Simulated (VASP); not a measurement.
Input of a VASP 6.6.1 run:

Contents of INCAR:

```
ALGO = Normal
EDIFF = 1E-6
ENCUT = 520
GGA = PE
ISIF = 2
ISMEAR = -1
ISYM = 0
LASPH = T
LCHARG = F
LREAL = Auto
LWAVE = F
NBANDS = 54
NELM = 100
PREC = Accurate
SIGMA = 0.05
```

The input KPOINTS:

```
Automatic mesh
0
Gamma
  1 1 1
  0.25 0.25 0.25
```

POSCAR

```
Si7N8O2
1.0
    5.8386290000      0.0627810000      0.1075870000
    0.0627810000      6.0367170000      0.0979630000
    0.1075870000      0.0979630000      5.8205090000
Si N O
7 8 2
Direct
    0.8784104464      0.5944833361      0.0951977025
    0.3484135597      0.3753816130      0.5867591170
    0.5910698744     -0.0030328298      0.7842182996
    0.4997272284      0.0022061817      0.3411342071
    0.1449046276      0.8995778512      1.0213431163
    0.9882852223      0.6196966170      0.5422594516
    0.9722515689      0.2496477483      0.2671852458
    0.9520699167      0.7714962629      0.8309616162
    0.5320450619      0.8206118832      0.5637431823
    0.0111881114      0.7876054706      0.2732589383
    0.5910397151      0.2848587631      0.7211620481
    0.2355399127      0.1967676845      0.4025166896
    0.3795217463      0.4667894667      0.0444181595
    0.4488767838      0.9431294001      0.0602246140
    0.5269614496      0.5248671275      0.1570442104
    0.0345325074      0.1643649854      1.0012873555
    0.7129559048      0.1606675899      0.2957151572
```

Potentials or basis: VASP PAW PBE potentials, release 64 (Si, N, O).

Command:

```console
$ cat potpaw_PBE.64/Si/POTCAR potpaw_PBE.64/N/POTCAR potpaw_PBE.64/O/POTCAR > POTCAR
$ mpirun -np 1 vasp_std > vasp.out
```

(1) Estimate the largest force.

(2) Predict the pressure.

(3) What does it give for the band gap on the k mesh?

Results:

(1) 3.035 eV/Å.

(2) -3.3 GPa.

(3) 1.12 eV.

Caveat: the k points lie up to 1.08 Å⁻¹ apart; the standard files for N, O and F lose accuracy on very short bonds.
